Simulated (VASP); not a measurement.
# NbTe (P-6m2) in VASP: a series of runs

Aim: see how the results for NbTe move with the level of theory and the settings. Levels: PBEsol, LDA, PBE+U. Tasks: single point.

All numbers are computed with VASP 6.6.1; they aren't measurements. Logs are shortened: lines on timing, memory, paths and dates and some standing lists are left out, and cuts for length are marked.

## (1) The cell of the first run

It takes space group P-6m2 (No. 187, hexagonal). Conventional cell: a = 3.703 Å, b = 3.703 Å, c = 3.694 Å, α = 90.00°, β = 90.00°, γ = 120.00°. Within 3.7 Å of Nb (site symmetry -6m2) lie 6 Te at 2.83 Å and 2 Nb at 3.69 Å. Within 3.7 Å of Te (site symmetry -6m2) lie 6 Nb at 2.83 Å and 2 Te at 3.69 Å.

## (2) Single point, PBEsol

File INCAR:

```
SYSTEM = NbTe
ALGO = Normal
EDIFF = 1E-6
ENCUT = 500
GGA = PS
GGA_COMPAT = .FALSE.
ISIF = 2
ISMEAR = 1
LASPH = .TRUE.
LCHARG = .TRUE.
LELF = .TRUE.
LREAL = .FALSE.
LVHAR = .TRUE.
LWAVE = .FALSE.
NBANDS = 16
NELM = 120
PREC = Accurate
SIGMA = 0.27211386245988
```

File KPOINTS:

```
k-points
0
G
  6 6 4
  0 0 0
```

File POSCAR:

```
NbTe
1.0
    3.7029743866      0.0000000000      0.0000000000
   -1.8514871933      3.2068698884      0.0000000000
    0.0000000000      0.0000000000      3.6942110000
Nb Te
1 1
Direct
    0.0000000000      0.0000000000      0.5000000000
    0.6666666667      0.3333333333      0.0000000000
```

Potentials or basis: VASP PAW PBE potentials, release 64 (Nb_sv, Te).

The run is started by

```sh
> cat potpaw_PBE.64/Nb_sv/POTCAR potpaw_PBE.64/Te/POTCAR > POTCAR
> mpirun -np 1 vasp_std > vasp.out
```

OUTCAR:

```text
SYSTEM = NbTe
   EDIFF = 1E-6
   ENCUT = 500
   GGA = PS
   ISIF = 2
   ISMEAR = 1
   LASPH = .TRUE.
   LREAL = .FALSE.
   NELM = 120
   PREC = Accurate

 ion  position               nearest neighbor table
   1  0.000  0.000  0.500-   2 2.83   2 2.83   2 2.83   2 2.83   2 2.83   2 2.83
   2  0.667  0.333  0.000-   1 2.83   1 2.83   1 2.83   1 2.83   1 2.83   1 2.83

  LATTYP: Found a hexagonal cell.
 ALAT       =     3.7029743866
 C/A-ratio  =     0.9976334196

  Lattice vectors:

 A1 = (   3.7029743866,   0.0000000000,   0.0000000000)
 A2 = (  -1.8514871933,   3.2068698884,   0.0000000000)
 A3 = (   0.0000000000,   0.0000000000,   3.6942110000)

Analysis of symmetry for initial positions (statically):
=====================================================================
 Subroutine PRICEL returns:
 Original cell was already a primitive cell.

 Routine SETGRP: Setting up the symmetry group for a
 hexagonal supercell.

 Subroutine GETGRP returns: Found 12 space group operations
 (whereof 12 operations were pure point group operations)
 out of a pool of 24 trial point group operations.

The static configuration has the point symmetry D_3h.

Analysis of symmetry for dynamics (positions and initial velocities):
=====================================================================
 Subroutine PRICEL returns:
 Original cell was already a primitive cell.

 Routine SETGRP: Setting up the symmetry group for a
 hexagonal supercell.

 Subroutine GETGRP returns: Found 12 space group operations
 (whereof 12 operations were pure point group operations)
 out of a pool of 24 trial point group operations.

The dynamic configuration has the point symmetry D_3h.

 Subroutine INISYM returns: Found 12 space group operations
 (whereof 12 operations are pure point group operations),
 and found     1 'primitive' translations

----------------------------------------------------------------------------------------

                                     Primitive cell

  volume of cell :      43.8686

  direct lattice vectors                    reciprocal lattice vectors
     3.702974387  0.000000000  0.000000000     0.270053178  0.155915275  0.000000000
    -1.851487193  3.206869888  0.000000000     0.000000000  0.311830550  0.000000000
     0.000000000  0.000000000  3.694211000     0.000000000  0.000000000  0.270693796

  length of vectors
     3.702974387  3.702974387  3.694211000     0.311830550  0.311830550  0.270693796

  position of ions in fractional coordinates (direct lattice)
     0.000000000  0.000000000  0.500000000
     0.666666667  0.333333333  0.000000000

  ion indices of the primitive-cell ions
   primitive index   ion index
                 1           1
                 2           2

----------------------------------------------------------------------------------------

 KPOINTS: k-points

Automatic generation of k-mesh.
 Grid dimensions read from file:
 generate k-points for:    6    6    4

 Generating k-lattice:

  Cartesian coordinates                     Fractional coordinates (reciprocal lattice)
     0.045008863  0.025985879  0.000000000     0.166666667  0.000000000  0.000000000
     0.000000000  0.051971758  0.000000000     0.000000000  0.166666667  0.000000000
     0.000000000  0.000000000  0.067673449     0.000000000  0.000000000  0.250000000

  Length of vectors
     0.051971758  0.051971758  0.067673449

  Shift w.r.t. Gamma in fractional coordinates (k-lattice)
     0.000000000  0.000000000  0.000000000

 Subroutine IBZKPT returns following result:
 ===========================================

 Found     21 irreducible k-points:

 Following reciprocal coordinates:
            Coordinates               Weight
  0.000000  0.000000  0.000000      1.000000
  0.166667 -0.000000  0.000000      6.000000
  0.333333  0.000000  0.000000      6.000000
  0.500000 -0.000000  0.000000      3.000000
  0.166667  0.166667  0.000000      6.000000
  0.333333  0.166667  0.000000     12.000000
[... 13 lines left out ...]
  0.333333  0.166667  0.500000     12.000000
  0.333333  0.333333  0.500000      2.000000
   k-points           NKPTS =     21   k-points in BZ     NKDIM =     21   number of bands    NBANDS=     16
   number of dos      NEDOS =    301   number of ions     NIONS =      2
   total plane-waves  NPLWV =  21952
   dimension x,y,z NGX =    28 NGY =   28 NGZ =   28
   dimension x,y,z NGXF=    56 NGYF=   56 NGZF=   56
   ions per type =               1   1
   NGX,Y,Z   is equivalent  to a cutoff of  12.57, 12.57, 12.60 a.u.
   NGXF,Y,Z  is equivalent  to a cutoff of  25.14, 25.14, 25.20 a.u.
 SYSTEM =  NbTe
   PREC   = accura    normal or accurate (medium, high low for compatibility)
   ISTART =      0    job   : 0-new  1-cont  2-samecut
   ICHARG =      2    charge: 1-file 2-atom 10-const
   ISPIN  =      1    spin polarized calculation?
   LNONCOLLINEAR =      F non collinear calculations
   LSORBIT =      F    spin-orbit coupling
   LASPH  =      T    aspherical Exc in radial PAW
   ENCUT  =  500.0 eV  36.75 Ry    6.06 a.u.   6.75  6.75  6.74*2*pi/ulx,y,z
   NELM   =    120;   NELMIN=  2; NELMDL= -5     # of ELM steps
   EDIFF  = 0.1E-05   stopping-criterion for ELM
   LREAL  =      F    real-space projection
   EDIFFG = 0.1E-04   stopping-criterion for IOM
   NSW    =      0    number of steps for IOM
   IBRION =     -1    ionic relax: 0-MD 1-quasi-New 2-CG
   NFREE  =      0    steps in history (QN), initial steepest desc. (CG)
   ISIF   =      2    stress and relaxation
   ISYM   =      2    0-nonsym 1-usesym 2-fastsym
   POTIM  = 0.5000    time-step for ionic-motion
   TEBEG  =    0.0;   TEEND  =   0.0 temperature during run
   PSTRESS=    0.0 pullay stress
   NELECT =      19.0000    total number of electrons
   NUPDOWN=      -1.0000    fix difference up-down
   EMIN   =  10.00;   EMAX   =-10.00  energy-range for DOS
   EFERMI =   0.00;   METHOD = LEGACY
   ISMEAR =     1;   SIGMA  =   0.27  broadening in eV -4-tet -1-fermi 0-gaus
   EFERMI_NEDOS =   21; number of points for ismear=-14 and -15
   IALGO  =     38    algorithm
   IMIX   =      4    mixing-type and parameters
     AMIX     =   0.40;   BMIX     =  1.00
     AMIX_MAG =   1.60;   BMIX_MAG =  1.00
  volume/ion in A,a.u.               =      21.93       148.02
  Fermi-wavevector in a.u.,A,eV,Ry     =   1.238630  2.340671 20.874103  1.534203
  Thomas-Fermi vector in A             =   2.373147
   LORBIT       =      0    0 simple, 1 ext, 2 COOP (PROOUT), +10 PAW based schemes
   GGA     = PS    functional components
   LHFCALC =     F    Hartree Fock is set to
   AEXX    =    0.0000 exact exchange contribution
   IVDW    =     0    specifies the selected vdW correction
   LEPSILON=     F    determine dielectric tensor
   LRPA    =     F    only Hartree local field effects (RPA)
 non-spin polarized calculation
 Methfessel and Paxton  Order N= 1 SIGMA  =   0.27
  energy-cutoff  :      500.00
  volume of cell :       43.87
 maximum number of plane-waves:      1141
 NGX is ok and might be reduce to    28
   NGX = 13   NGY = 13   NGZ = 13

 number of electron      18.9999998 magnetization

 Free energy of the ion-electron system (eV)
  ---------------------------------------------------
  ext. energy  EPLUGINS =         0.00000000
  ---------------------------------------------------
  free energy    TOTEN  =       -14.87061953 eV

  energy without entropy =      -14.87136988  energy(sigma->0) =      -14.87086965

 E-fermi :  10.9543     XC(G=0): -11.3913

 val. band max:       10.7921754970   @ k =   0.3333   0.0000   0.0000
 cond. band min:      10.9560970667   @ k =   0.1667  -0.0000   0.0000
 fundamental gap:      0.1639215697
 Fermi energy:        10.9542611537

 k-point     1 :       0.0000    0.0000    0.0000
  band No.  band energies     occupation
      1     -44.5936      2.00000
      2     -20.7879      2.00000
      3     -20.6304      2.00000
      4     -20.6304      2.00000
      5      -3.3653      2.00000
      6       7.7383      2.00000
[... 8 lines left out ...]
     15      16.7711      0.00000
     16      17.9064      0.00000

 k-point     2 :       0.1667   -0.0000    0.0000
  band No.  band energies     occupation
      1     -44.5914      2.00000
      2     -20.7822      2.00000
      3     -20.6645      2.00000
      4     -20.6384      2.00000
      5      -3.0363      2.00000
      6       6.5061      2.00000
[... 8 lines left out ...]
     15      16.8451      0.00000
     16      19.0982      0.00000

 k-point     3 :       0.3333    0.0000    0.0000
  band No.  band energies     occupation
      1     -44.5869      2.00000
      2     -20.7709      2.00000
      3     -20.7318      2.00000
      4     -20.6544      2.00000
      5      -2.2322      2.00000
      6       4.6404      2.00000
[... 8 lines left out ...]
     15      17.7010      0.00000
     16      19.5669      0.00000

 k-point     4 :       0.5000   -0.0000    0.0000
  band No.  band energies     occupation
      1     -44.5847      2.00000
      2     -20.7652      2.00000
      3     -20.7651      2.00000
      4     -20.6624      2.00000
      5      -1.6982      2.00000
      6       3.6938      2.00000
[... 8 lines left out ...]
     15      16.5787      0.00000
     16      19.6520      0.00000
[... 267 lines left out ...]
 k-point    19 :       0.1667    0.1667    0.5000
  band No.  band energies     occupation
      1     -44.5829      2.00000
      2     -20.8788      2.00000
      3     -20.6921      2.00000
      4     -20.6434      2.00000
      5      -1.6271      2.00000
      6       4.3192      2.00000
[... 8 lines left out ...]
     15      17.0145      0.00000
     16      17.6241      0.00000

 k-point    20 :       0.3333    0.1667    0.5000
  band No.  band energies     occupation
      1     -44.5796      2.00000
      2     -20.8646      2.00000
      3     -20.7281      2.00000
      4     -20.6635      2.00000
      5      -1.3225      2.00000
      6       4.9255      2.00000
[... 8 lines left out ...]
     15      16.0495     -0.00000
     16      17.0542      0.00000

 k-point    21 :       0.3333    0.3333    0.5000
  band No.  band energies     occupation
      1     -44.5785      2.00000
      2     -20.8599      2.00000
      3     -20.7148      2.00000
      4     -20.6956      2.00000
      5      -1.1964      2.00000
      6       4.6394      2.00000
[... 8 lines left out ...]
     15      14.6806     -0.00000
     16      19.5378      0.00000

------------------------ aborting loop because EDIFF is reached ----------------------------------------

  FORCE on cell =-STRESS in cart. coord.  units (eV):
  Direction    XX          YY          ZZ          XY          YZ          ZX
  --------------------------------------------------------------------------------------
  -------------------------------------------------------------------------------------
  Total       -1.5870663     -1.5870663     -1.2160152      0.0000000      0.0000000      0.0000000
  in kB      -57.9631413    -57.9631413    -44.4115403      0.0000000      0.0000000      0.0000000
  external PRESSURE =     -53.4459410 kB  Pullay stress =       0.0000000 kB

 VOLUME and BASIS-vectors are now :
 -----------------------------------------------------------------------------
  energy-cutoff  :      500.00
  volume of cell :       43.87
      direct lattice vectors                 reciprocal lattice vectors
     3.702974387  0.000000000  0.000000000     0.270053178  0.155915275  0.000000000
    -1.851487193  3.206869888  0.000000000     0.000000000  0.311830550  0.000000000
     0.000000000  0.000000000  3.694211000     0.000000000  0.000000000  0.270693796

 POSITION                                       TOTAL-FORCE (eV/Angst)
 -----------------------------------------------------------------------------------
      0.00000      0.00000      1.84711         0.000000     -0.000000      0.000000
      1.85149      1.06896      0.00000        -0.000000      0.000000      0.000000
 -----------------------------------------------------------------------------------
    total drift:                               -0.000000      0.000000      0.000000

  FREE ENERGIE OF THE ION-ELECTRON SYSTEM (eV)
  ---------------------------------------------------
  free  energy   TOTEN  =       -14.8706195332 eV

  energy  without entropy=      -14.8713698804  energy(sigma->0) =      -14.87086965
```

Wall time 26 s (1 thread of Intel Xeon 8259CL, shared host); peak memory 0.16 GiB.

What came out:

```
Free energy : -14.8706 eV
Pressure    : -5.3 GPa
```

Stress tensor (GPa, compression positive):
```
-5.80  0.00  0.00
 0.00 -5.80  0.00
 0.00  0.00 -4.44
```

Levels at points of the mesh, in eV from the Fermi level:
| k point | band 7 | band 8 | band 9 | band 10 | band 11 | band 12 |
| --- | --- | --- | --- | --- | --- | --- |
| (0.00, 0.00, 0.00) | -3.22 | -3.07 | -2.40 | 0.09 | 0.09 | 2.39 |
| (0.50, 0.00, 0.00) | -3.89 | -2.71 | -2.65 | -0.24 | 1.16 | 1.43 |
| (0.00, 0.00, 0.50) | -2.66 | -2.66 | -1.04 | -1.04 | 0.62 | 1.60 |
| (0.50, 0.00, 0.50) | -5.94 | -4.30 | -1.45 | 1.09 | 1.22 | 1.75 |

Caveat: the k points lie up to 0.43 Å⁻¹ apart; the PAW data sets were made with another functional, which shifts forces and pressure a little; spin-orbit coupling is left out, which moves the levels of the heavy elements.

## (3) Single point, LDA

File INCAR:

```
SYSTEM = NbTe
  PREC = Accurate
  ENCUT = 500
  EDIFF = 1E-6
  ISMEAR = 0
  SIGMA = 0.1
  LREAL = .FALSE.
  LASPH = .TRUE.
  NELM = 120
  ALGO = Normal
  ISIF = 2
  LWAVE = .FALSE.
  LCHARG = .FALSE.
  GGA = CA
  NBANDS = 16
  GGA_COMPAT = .FALSE.
```

File KPOINTS:

```
Automatic mesh
0
G
  6 6 4
  0 0 0
```

POSCAR is that of step 2.

Potentials or basis: VASP PAW LDA potentials, release 64 (Nb_sv, Te).

The run is started by

```sh
> cat potpaw_LDA.64/Nb_sv/POTCAR potpaw_LDA.64/Te/POTCAR > POTCAR
> mpirun -np 1 vasp_std > vasp.out
```

It took 21 s on 1 thread of Intel Xeon 8259CL, shared host; peak memory 0.15 GiB.

It converged, with:

```yaml
Free_energy: -15.4645 eV
Pressure: -7.5 GPa
```

Stress tensor (GPa, compression positive):
```
-7.76  0.00  0.00
 0.00 -7.76  0.00
 0.00  0.00 -6.98
```

Levels at points of the mesh, in eV from the Fermi level:
```csv
k point,band 8,band 9,band 10,band 11,band 12,band 13
"(0.00, 0.00, 0.00)",-3.06,-2.41,0.06,0.06,2.35,2.35
"(0.50, 0.00, 0.00)",-2.70,-2.66,-0.26,1.13,1.39,2.95
"(0.00, 0.00, 0.50)",-2.68,-1.06,-1.06,0.57,1.57,1.57
"(0.50, 0.00, 0.50)",-4.31,-1.43,1.05,1.18,1.74,2.66
```

Caveat: the k points lie up to 0.43 Å⁻¹ apart; spin-orbit coupling is left out, which moves the levels of the heavy elements.

## (4) Single point, PBE+U

File INCAR:

```
  ALGO = Normal
  EDIFF = 1E-6
  ENCUT = 500
  GGA = PE
  GGA_COMPAT = False
  ISIF = 2
  ISMEAR = 0
  LASPH = True
  LCHARG = False
  LDAU = True
  LDAUJ = 0 0
  LDAUL = 2 -1
  LDAUPRINT = 1
  LDAUTYPE = 2
  LDAUU = 4.2 0
  LMAXMIX = 4
  LREAL = False
  LWAVE = False
  NBANDS = 16
  NELM = 200
  PREC = Accurate
  SIGMA = 0.1
```

File KPOINTS:

```
k-points
0
Gamma
  6 6 4
```

POSCAR is that of step 3.

Potentials or basis: VASP PAW PBE potentials, release 64 (Nb_sv, Te).

The run is started by

```sh
> cat potpaw_PBE.64/Nb_sv/POTCAR potpaw_PBE.64/Te/POTCAR > POTCAR
> mpirun -np 1 vasp_std > vasp.out
```

Wall time 28 s (1 thread of Intel Xeon 8259CL, shared host); peak memory 0.16 GiB.

Results (log left out):

* Free energy: -9.7841 eV
* Pressure: 2.6 GPa

Stress tensor (GPa, compression positive):
```
1.07 0.00 0.00
0.00 1.07 0.00
0.00 0.00 5.65
```

Levels at points of the mesh, in eV from the Fermi level:
| k point | band 6 | band 7 | band 8 | band 9 | band 10 | band 11 | band 12 | band 13 | band 14 | band 15 |
| --- | --- | --- | --- | --- | --- | --- | --- | --- | --- | --- |
| (0.00, 0.00, 0.00) | -3.39 | -3.39 | -3.09 | -2.77 | 0.04 | 0.04 | 2.22 | 2.22 | 2.36 | 5.56 |
| (0.50, 0.00, 0.00) | -7.60 | -4.10 | -2.98 | -2.77 | -0.30 | 1.24 | 1.55 | 2.73 | 3.30 | 5.28 |
| (0.00, 0.00, 0.50) | -8.03 | -2.85 | -2.85 | -1.05 | -1.05 | 0.82 | 1.40 | 1.40 | 4.84 | 5.55 |
| (0.50, 0.00, 0.50) | -6.37 | -6.26 | -4.51 | -1.76 | 1.18 | 1.46 | 1.58 | 2.41 | 4.30 | 4.33 |

Eigenvalues of the final occupation matrices:
| site | spin | trace | eigenvalues |
| --- | --- | --- | --- |
| site 1 d | 1 | 1.14 | 0.17 0.22 0.22 0.26 0.26 |
| site 1 d | 2 | 1.14 | 0.17 0.22 0.22 0.26 0.26 |

Caveat: the k points lie up to 0.43 Å⁻¹ apart; spin-orbit coupling is left out, which moves the levels of the heavy elements; U without spin polarisation on a metal has little footing; the U is typed as a test and isn't derived for this compound.

## (5) Summary

```tsv
level	potentials or basis	U	smearing	gap on the mesh (eV)	pressure (GPa)
PBEsol	VASP PAW PBE potentials, release 64 (Nb_sv, Te)	-	methfessel-paxton 0.272114 eV	none	-5.3
LDA	VASP PAW LDA potentials, release 64 (Nb_sv, Te)	-	gaussian 0.1 eV	none	-7.5
PBE+U	VASP PAW PBE potentials, release 64 (Nb_sv, Te)	Nb d U = 4.2 eV	gaussian 0.1 eV	none	2.6
```

Alike in all rows: task single point; no spin polarisation; cell as given; k mesh 6 × 6 × 4; cutoff (eV) 500.

Caveats: all runs use coarse meshes; spin-orbit coupling is left out, which moves the levels of the heavy elements; the PAW data sets were made with another functional, which shifts forces and pressure a little (some runs); U without spin polarisation on a metal has little footing (some runs); the U is typed as a test and isn't derived for this compound (some runs).

Absolute energies hang on the potentials; compare differences alone.
